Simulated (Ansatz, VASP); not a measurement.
One calculation of Ta2C, two programs

INCAR

```
SYSTEM = Ta2C
  PREC = Accurate
  ENCUT = 520
  EDIFF = 1E-6
  ISMEAR = 0
  SIGMA = 0.15
  LREAL = .FALSE.
  LASPH = .TRUE.
  NELM = 60
  ALGO = Normal
  ISIF = 2
  LWAVE = .FALSE.
  LCHARG = .TRUE.
  GGA = PS
  LELF = .TRUE.
  LVHAR = .TRUE.
  NBANDS = 20
```

Contents of KPOINTS:

```
Automatic mesh
0
G
  18 18 10
  0 0 0
```

File POSCAR:

```
Ta2C
1.0
    3.4435220313      0.0000000000      0.0000000000
   -1.7217610157      2.9821775576      0.0000000000
    0.0000000000      0.0000000000      4.9210802832
Ta C
2 1
Direct
    0.3333333333      0.6666666667      0.2528761935
    0.6666666667      0.3333333333      0.7471238065
    0.0000000000      0.0000000000      0.0000000000
```

Input for Ansatz:

```yaml
crystal:
  lattice:
    - [3.4435220313, 0.0, 0.0]
    - [-1.7217610157, 2.9821775576, 0.0]
    - [0.0, 0.0, 4.9210802832]
  atoms:
    - { symbol: Ta, position: [0.3333333333, 0.6666666667, 0.2528761935] }
    - { symbol: Ta, position: [0.6666666667, 0.3333333333, 0.7471238065] }
    - { symbol: C, position: [0.0, 0.0, 0.0] }
basis:
  ecutwfc: 420
kpoints:
  mp_grid: { grid: [18, 18, 10] }
hamiltonian:
  xc: pbesol
scf:
  occupations: { method: gaussian, width: 0.15 }
output:
  forces: true
  stress: true
  eigenvalues: true
  write_density: true
  write_potential: true
  elf: true
  volumetric_format: npy
```

Change from the starting cell: strain +0.1125 x Voigt [1, 1, 0, 0, 0, 0], atoms carried along.

Alike in both runs: task single point; functional PBEsol; k mesh 18 × 18 × 10; occupations gaussian, width 0.15 eV; no spin polarisation.

|  | VASP | Ansatz |
| --- | --- | --- |
| version | VASP 6.6.1 | Ansatz 0.2.0 |
| potentials or method | VASP PAW PBE potentials, release 64 (Ta_pv, C), cutoff 520 eV | scalar-relativistic, plane waves, PAW |
| valence electrons in the cell | 26 | 30 |

|  | VASP | Ansatz | Ansatz less VASP |
| --- | --- | --- | --- |
| gap on the k mesh at the Fermi level (eV) | none | none | - |
| pressure (GPa) | -37.9 | -38.0 | -0.15 |
| traceless stress, the component that is largest in VASP (GPa) | 15.00 | 15.08 | +0.078 |
| rms of the force components (eV/Å) | 0.544 | 0.555 | +0.0108 |

VASP's potentials were made for PBE, not for PBEsol. Atom by atom the forces differ by 0.011 eV/Å (rms over components). A gap of «none» marks a metal or a gap that the smearing closes. Both programs put the cell under strong tension, so it lies far from rest at this level. VASP's potentials hold 26 valence electrons a cell and Ansatz's 30, so a difference there can come from the potentials and not from the codes.

Spin-orbit coupling is off throughout. Noted on VASP's run: the cell as given lies far from equilibrium.
